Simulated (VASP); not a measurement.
# SnO (C2) in VASP: notebook

Runs on SnO. Level: PBEsol+D3(BJ). Tasks: single point.

Program: VASP 6.6.1. These are calculated values, not measurements. Logs are shortened: lines on timing, memory, paths and dates and some standing lists are left out, and cuts for length are marked.

## Step 1: The cell of the first run

It takes space group C2 (No. 5, monoclinic). Conventional cell: a = 5.332 Å, b = 5.332 Å, c = 4.563 Å, α = 90.00°, β = 90.00°, γ = 90.00°. Sn (site symmetry 1) has 4 O at 2.03 to 2.43 Å within 2.7 Å. O (site symmetry 2) has 4 Sn at 2.03 to 2.43 Å and 3 O at 2.33 to 2.69 Å within 2.7 Å. O (site symmetry 2) has 4 Sn at 2.21 Å and 4 O at 2.33 to 3.00 Å within 3.1 Å.

## Step 2: Single point, PBEsol+D3(BJ) (atom 3 (O) moved +0.338 Å towards its neighbour atom 4 (O) at 2.666 Å)

Input file INCAR:

```
SYSTEM = SnO
  PREC = Accurate
  ENCUT = 600
  EDIFF = 1E-6
  ISMEAR = 0
  SIGMA = 0.15
  LREAL = .False.
  LASPH = .True.
  NELM = 120
  ALGO = Normal
  ISIF = 2
  LWAVE = .False.
  LCHARG = .True.
  GGA = PS
  IVDW = 12
  LELF = .True.
  LVHAR = .True.
  NBANDS = 28
  GGA_COMPAT = .False.
```

Input file KPOINTS:

```
regular mesh
0
Gamma
  12 12 10
  0 0 0
```

Input file POSCAR:

```
SnO
1.0
    3.7703910616      0.0000000000      0.0000000000
    0.0000000000      3.7703910616      0.0000000000
    0.0000000000      0.0000000000      4.5633702865
Sn O
2 2
Direct
    0.0000000000      0.5000000000      0.2532585894
    0.5000000000      0.0000000000      0.7467414106
   -0.0632954340     -0.0632954340      0.0000000000
    0.5000000000      0.5000000000      0.0000000000
```

Potentials or basis: VASP PAW PBE potentials, release 64 (Sn_d, O).

Command:

```console
cat potpaw_PBE.64/Sn_d/POTCAR potpaw_PBE.64/O/POTCAR > POTCAR
mpirun -np 1 vasp_std > vasp.out
```

OUTCAR:

```text
SYSTEM = SnO
   PREC = Accurate
   ENCUT = 600
   EDIFF = 1E-6
   ISMEAR = 0
   LREAL = .False.
   LASPH = .True.
   NELM = 120
   ISIF = 2
   GGA = PS
   IVDW = 12
 IVDW          = 12

 ion  position               nearest neighbor table
   1  0.000  0.500  0.253-   3 2.03   4 2.21   4 2.21   3 2.43   2 3.49   2 3.49   2 3.49   2 3.49
                             2 3.53   2 3.53   2 3.53   2 3.53
   2  0.500  0.000  0.747-   3 2.03   4 2.21   4 2.21   3 2.43   1 3.49   1 3.49   1 3.49   1 3.49
                             1 3.53   1 3.53   1 3.53   1 3.53
   3  0.937  0.937  0.000-   1 2.03   2 2.03   2 2.43   1 2.43
   4  0.500  0.500  0.000-   1 2.21   2 2.21   2 2.21   1 2.21

  LATTYP: Found a simple tetragonal cell.
 ALAT       =     3.7703910616
 C/A-ratio  =     1.2103175007

  Lattice vectors:

 A1 = (   3.7703910616,   0.0000000000,   0.0000000000)
 A2 = (   0.0000000000,   3.7703910616,   0.0000000000)
 A3 = (   0.0000000000,   0.0000000000,   4.5633702865)

Analysis of symmetry for initial positions (statically):
=====================================================================
 Subroutine PRICEL returns:
 Original cell was already a primitive cell.

 Routine SETGRP: Setting up the symmetry group for a
 simple tetragonal supercell.

 Subroutine GETGRP returns: Found  2 space group operations
 (whereof  2 operations were pure point group operations)
 out of a pool of 16 trial point group operations.

The static configuration has the point symmetry C_2 .

Analysis of symmetry for dynamics (positions and initial velocities):
=====================================================================
 Subroutine PRICEL returns:
 Original cell was already a primitive cell.

 Routine SETGRP: Setting up the symmetry group for a
 simple tetragonal supercell.

 Subroutine GETGRP returns: Found  2 space group operations
 (whereof  2 operations were pure point group operations)
 out of a pool of 16 trial point group operations.

The dynamic configuration has the point symmetry C_2 .

 Subroutine INISYM returns: Found  2 space group operations
 (whereof  2 operations are pure point group operations),
 and found     1 'primitive' translations

----------------------------------------------------------------------------------------

                                     Primitive cell

  volume of cell :      64.8722

  direct lattice vectors                    reciprocal lattice vectors
     3.770391062  0.000000000  0.000000000     0.265224478  0.000000000  0.000000000
     0.000000000  3.770391062  0.000000000     0.000000000  0.265224478  0.000000000
     0.000000000  0.000000000  4.563370286     0.000000000  0.000000000  0.219136282

  length of vectors
     3.770391062  3.770391062  4.563370286     0.265224478  0.265224478  0.219136282

  position of ions in fractional coordinates (direct lattice)
     0.000000000  0.500000000  0.253258589
     0.500000000  0.000000000  0.746741411
     0.936704566  0.936704566  0.000000000
     0.500000000  0.500000000  0.000000000

  ion indices of the primitive-cell ions
   primitive index   ion index
                 1           1
                 2           2
                 3           3
                 4           4

----------------------------------------------------------------------------------------

 KPOINTS: regular mesh

Automatic generation of k-mesh.
 Grid dimensions read from file:
 generate k-points for:   12   12   10

 Generating k-lattice:

  Cartesian coordinates                     Fractional coordinates (reciprocal lattice)
     0.022102040  0.000000000  0.000000000     0.083333333  0.000000000  0.000000000
     0.000000000  0.022102040  0.000000000     0.000000000  0.083333333  0.000000000
     0.000000000  0.000000000  0.021913628     0.000000000  0.000000000  0.100000000

  Length of vectors
     0.022102040  0.022102040  0.021913628

  Shift w.r.t. Gamma in fractional coordinates (k-lattice)
     0.000000000  0.000000000  0.000000000

 Subroutine IBZKPT returns following result:
 ===========================================

 Found    398 irreducible k-points:

 Following reciprocal coordinates:
            Coordinates               Weight
  0.000000  0.000000  0.000000      1.000000
  0.083333  0.000000  0.000000      4.000000
  0.166667  0.000000  0.000000      4.000000
  0.250000  0.000000  0.000000      4.000000
  0.333333  0.000000  0.000000      4.000000
  0.416667  0.000000  0.000000      4.000000
[... 16 lines left out ...]
  0.333333  0.166667  0.000000      4.000000
 -0.166667  0.333333  0.000000      4.000000
 [... further k-points ...]
   k-points           NKPTS =    398   k-points in BZ     NKDIM =    398   number of bands    NBANDS=     28
   number of dos      NEDOS =    301   number of ions     NIONS =      4
   total plane-waves  NPLWV =  32400
   dimension x,y,z NGX =    30 NGY =   30 NGZ =   36
   dimension x,y,z NGXF=    60 NGYF=   60 NGZF=   72
   ions per type =               2   2
   NGX,Y,Z   is equivalent  to a cutoff of  13.23, 13.23, 13.11 a.u.
   NGXF,Y,Z  is equivalent  to a cutoff of  26.46, 26.46, 26.23 a.u.
 SYSTEM =  SnO
   PREC   = accura    normal or accurate (medium, high low for compatibility)
   ISTART =      0    job   : 0-new  1-cont  2-samecut
   ICHARG =      2    charge: 1-file 2-atom 10-const
   ISPIN  =      1    spin polarized calculation?
   LNONCOLLINEAR =      F non collinear calculations
   LSORBIT =      F    spin-orbit coupling
   LASPH  =      T    aspherical Exc in radial PAW
   ENCUT  =  600.0 eV  44.10 Ry    6.64 a.u.   7.53  7.53  9.11*2*pi/ulx,y,z
   NELM   =    120;   NELMIN=  2; NELMDL= -5     # of ELM steps
   EDIFF  = 0.1E-05   stopping-criterion for ELM
   LREAL  =      F    real-space projection
   EDIFFG = 0.1E-04   stopping-criterion for IOM
   NSW    =      0    number of steps for IOM
   IBRION =     -1    ionic relax: 0-MD 1-quasi-New 2-CG
   NFREE  =      0    steps in history (QN), initial steepest desc. (CG)
   ISIF   =      2    stress and relaxation
   ISYM   =      2    0-nonsym 1-usesym 2-fastsym
   POTIM  = 0.5000    time-step for ionic-motion
   TEBEG  =    0.0;   TEEND  =   0.0 temperature during run
   PSTRESS=    0.0 pullay stress
   NELECT =      40.0000    total number of electrons
   NUPDOWN=      -1.0000    fix difference up-down
   EMIN   =  10.00;   EMAX   =-10.00  energy-range for DOS
   EFERMI =   0.00;   METHOD = LEGACY
   ISMEAR =     0;   SIGMA  =   0.15  broadening in eV -4-tet -1-fermi 0-gaus
   EFERMI_NEDOS =   21; number of points for ismear=-14 and -15
   IALGO  =     38    algorithm
   IMIX   =      4    mixing-type and parameters
     AMIX     =   0.40;   BMIX     =  1.00
     AMIX_MAG =   1.60;   BMIX_MAG =  1.00
  volume/ion in A,a.u.               =      16.22       109.44
  Fermi-wavevector in a.u.,A,eV,Ry     =   1.393398  2.633141 26.416518  1.941559
  Thomas-Fermi vector in A             =   2.517048
   LORBIT       =      0    0 simple, 1 ext, 2 COOP (PROOUT), +10 PAW based schemes
   GGA     = PS    functional components
   LHFCALC =     F    Hartree Fock is set to
   AEXX    =    0.0000 exact exchange contribution
   IVDW    =    12    specifies the selected vdW correction
   LEPSILON=     F    determine dielectric tensor
   LRPA    =     F    only Hartree local field effects (RPA)
 non-spin polarized calculation
 Gauss-broadening in eV      SIGMA  =   0.15
  energy-cutoff  :      600.00
  volume of cell :       64.87
 maximum number of plane-waves:      2198
   NGX = 15   NGY = 15   NGZ = 19

 number of electron      40.0000019 magnetization

 Free energy of the ion-electron system (eV)
  ---------------------------------------------------
  ext. energy  EPLUGINS =         0.00000000
  ---------------------------------------------------
  free energy    TOTEN  =       -23.66172871 eV

  energy without entropy =      -23.65761625  energy(sigma->0) =      -23.65967248

 E-fermi :   7.9700     XC(G=0): -10.9240

 val. band max:        7.9678556739   @ k =   0.0833   0.0833   0.1000
 cond. band min:       7.9781767433   @ k =   0.5000   0.4167   0.1000
 fundamental gap:      0.0103210694
 Fermi energy:         7.9700347281

 k-point     1 :       0.0000    0.0000    0.0000
  band No.  band energies     occupation
      1     -14.1794      2.00000
      2     -13.8074      2.00000
      3     -13.6521      2.00000
      4     -13.6172      2.00000
      5     -13.5971      2.00000
      6     -13.5717      2.00000
[... 20 lines left out ...]
     27      14.7245      0.00000
     28      15.2748      0.00000

 k-point     2 :       0.0833    0.0000    0.0000
  band No.  band energies     occupation
      1     -14.1780      2.00000
      2     -13.8128      2.00000
      3     -13.6501      2.00000
      4     -13.6159      2.00000
      5     -13.5983      2.00000
      6     -13.5698      2.00000
[... 20 lines left out ...]
     27      15.0840      0.00000
     28      15.5134      0.00000

 k-point     3 :       0.1667    0.0000    0.0000
  band No.  band energies     occupation
      1     -14.1744      2.00000
      2     -13.8319      2.00000
      3     -13.6444      2.00000
      4     -13.6155      2.00000
      5     -13.5989      2.00000
      6     -13.5657      2.00000
[... 20 lines left out ...]
     27      15.1529      0.00000
     28      16.7350      0.00000

 k-point     4 :       0.2500    0.0000    0.0000
  band No.  band energies     occupation
      1     -14.1697      2.00000
      2     -13.8666      2.00000
      3     -13.6359      2.00000
      4     -13.6160      2.00000
      5     -13.5956      2.00000
      6     -13.5649      2.00000
[... 578 lines left out ...]
     27      16.5465      0.00000
     28      16.6875      0.00000

 k-point    23 :       0.3333    0.1667    0.0000
  band No.  band energies     occupation
      1     -14.1990      2.00000
      2     -13.9172      2.00000
      3     -13.6256      2.00000
      4     -13.5940      2.00000
      5     -13.5847      2.00000
      6     -13.5658      2.00000
[... 20 lines left out ...]
     27      16.0808      0.00000
     28      16.8339      0.00000

 k-point    24 :      -0.1667    0.3333    0.0000
  band No.  band energies     occupation
      1     -14.1611      2.00000
      2     -13.9571      2.00000
      3     -13.6364      2.00000
      4     -13.5932      2.00000
      5     -13.5867      2.00000
      6     -13.5778      2.00000
[... 20 lines left out ...]
     27      16.2826      0.00000
     28      16.6790      0.00000

 [... further k-points ...]

------------------------ aborting loop because EDIFF is reached ----------------------------------------

 Edisp (eV)   -0.93349

 E8    (eV) :    -0.6177

  FORCE on cell =-STRESS in cart. coord.  units (eV):
  Direction    XX          YY          ZZ          XY          YZ          ZX
  --------------------------------------------------------------------------------------
  -------------------------------------------------------------------------------------
  Total       1.97927     1.97927     1.13541     0.64469    -1.32081     1.32081
  in kB      48.88283    48.88283    28.04165    15.92231   -32.62074    32.62063
  external pressure =       41.94 kB  Pullay stress =        0.00 kB

 VOLUME and BASIS-vectors are now :
 -----------------------------------------------------------------------------
  energy-cutoff  :      600.00
  volume of cell :       64.87
      direct lattice vectors                 reciprocal lattice vectors
     3.770391062  0.000000000  0.000000000     0.265224478  0.000000000  0.000000000
     0.000000000  3.770391062  0.000000000     0.000000000  0.265224478  0.000000000
     0.000000000  0.000000000  4.563370286     0.000000000  0.000000000  0.219136282

 POSITION                                       TOTAL-FORCE (eV/Angst)
 -----------------------------------------------------------------------------------
      0.00000      1.88520      1.15571        -0.067120     -0.969189      0.537482
      1.88520      0.00000      3.40766        -0.969189     -0.067120     -0.537482
      3.53174      3.53174      0.00000         2.330460      2.330460      0.000000
      1.88520      1.88520      0.00000        -1.294151     -1.294151      0.000000
 -----------------------------------------------------------------------------------
    total drift:                                0.000106      0.000106      0.000001

  FREE ENERGIE OF THE ION-ELECTRON SYSTEM (eV)
  ---------------------------------------------------
  free  energy   TOTEN  =       -24.5952165123 eV

  energy  without entropy=      -24.5911040579  energy(sigma->0) =      -24.59316029
```

Wall time 5 min (1 thread of Intel Xeon 6975P-C (Granite Rapids), shared host); peak memory 0.76 GiB.

Results:

```
Free energy                : -24.5952 eV
Pressure                   : 4.2 GPa
Largest force              : 3.296 eV/Å
Band gap on the k mesh     : zero (bands 20 and 21 overlap by 0.57 eV)
Dispersion energy per atom : -0.233 eV
```

Forces in eV/Å, atoms in the order of the input:
```
Sn  -0.067 -0.969  0.537
Sn  -0.969 -0.067 -0.537
O    2.330  2.330  0.000
O   -1.294 -1.294  0.000
```

Stress tensor (GPa, compression positive):
```
 4.89  1.59  3.26
 1.59  4.89 -3.26
 3.26 -3.26  2.80
```

Caveat: the cell differs from its parent crystal (atom 3 (O) moved +0.338 Å towards its neighbour atom 4 (O) at 2.666 Å); the cell stands under pressure; semilocal functionals underestimate gaps, so a narrow gap can read as zero; the PAW data sets were made with another functional, which shifts forces and pressure a little; spin-orbit coupling is left out, which moves the levels of the heavy elements.

## Step 3: Single point, PBEsol+D3(BJ) (atom 3 (O) moved +0.281 Å towards its neighbour atom 4 (O) at 2.666 Å)

Input file INCAR:

```
SYSTEM = SnO
  PREC = Accurate
  ENCUT = 600
  EDIFF = 1E-6
  ISMEAR = 0
  SIGMA = 0.15
  LREAL = .FALSE.
  LASPH = .TRUE.
  NELM = 120
  ALGO = Normal
  ISIF = 2
  LWAVE = .FALSE.
  LCHARG = .FALSE.
  GGA = PS
  IVDW = 12
  NBANDS = 28
  GGA_COMPAT = .FALSE.
```

Input file KPOINTS:

```
regular mesh
0
G
  12 12 10
  0 0 0
```

Edit POSCAR of step 2 so:

```diff
@@ -10,3 +10,3 @@
     0.5000000000      0.0000000000      0.7467414106
-   -0.0632954340     -0.0632954340      0.0000000000
+   -0.0527555721     -0.0527555721      0.0000000000
     0.5000000000      0.5000000000      0.0000000000
```

Potentials or basis: VASP PAW PBE potentials, release 64 (Sn_d, O).

Command:

```console
cat potpaw_PBE.64/Sn_d/POTCAR potpaw_PBE.64/O/POTCAR > POTCAR
mpirun -np 1 vasp_std > vasp.out
```

Wall time 5.9 min (1 thread of Intel Xeon 6975P-C (Granite Rapids), shared host); peak memory 0.75 GiB.

It converged, with:

```
Free energy                : -24.7627 eV
Pressure                   : 3.0 GPa
Largest force              : 2.671 eV/Å
Band gap on the k mesh     : zero (bands 20 and 21 overlap by 0.55 eV)
Dispersion energy per atom : -0.233 eV
```

Forces in eV/Å, atoms in the order of the input:
```
Sn  -0.091 -0.767  0.397
Sn  -0.767 -0.091 -0.397
O    1.889  1.889  0.000
O   -1.030 -1.030  0.000
```

Stress tensor (GPa, compression positive):
```
 3.46  1.15  2.52
 1.15  3.46 -2.52
 2.52 -2.52  1.99
```

Levels at points of the mesh, in eV from the Fermi level:
```csv
k point,band 16,band 17,band 18,band 19,band 20,band 21,band 22,band 23,band 24,band 25
"(0.00, 0.00, 0.00)",-6.38,-3.78,-3.35,-3.03,0.06,2.13,4.06,4.45,5.45,5.80
"(0.50, 0.00, 0.00)",-5.19,-5.13,-4.53,-3.09,-2.86,2.90,3.89,5.55,5.75,6.38
"(0.50, 0.50, 0.00)",-5.24,-2.63,-2.49,-2.08,-1.97,-0.47,-0.36,4.31,4.43,7.75
"(0.00, 0.00, 0.50)",-3.94,-3.46,-3.06,-2.62,-2.33,1.70,2.38,2.86,3.36,7.80
"(0.50, 0.00, 0.50)",-5.71,-5.25,-4.45,-2.02,-1.65,2.71,2.86,4.90,5.17,6.82
"(0.50, 0.50, 0.50)",-5.94,-3.14,-3.08,-2.62,-2.44,2.03,2.16,3.90,4.59,5.80
```

Caveat: the cell differs from its parent crystal (atom 3 (O) moved +0.281 Å towards its neighbour atom 4 (O) at 2.666 Å); semilocal functionals underestimate gaps, so a narrow gap can read as zero; the PAW data sets were made with another functional, which shifts forces and pressure a little; spin-orbit coupling is left out, which moves the levels of the heavy elements.
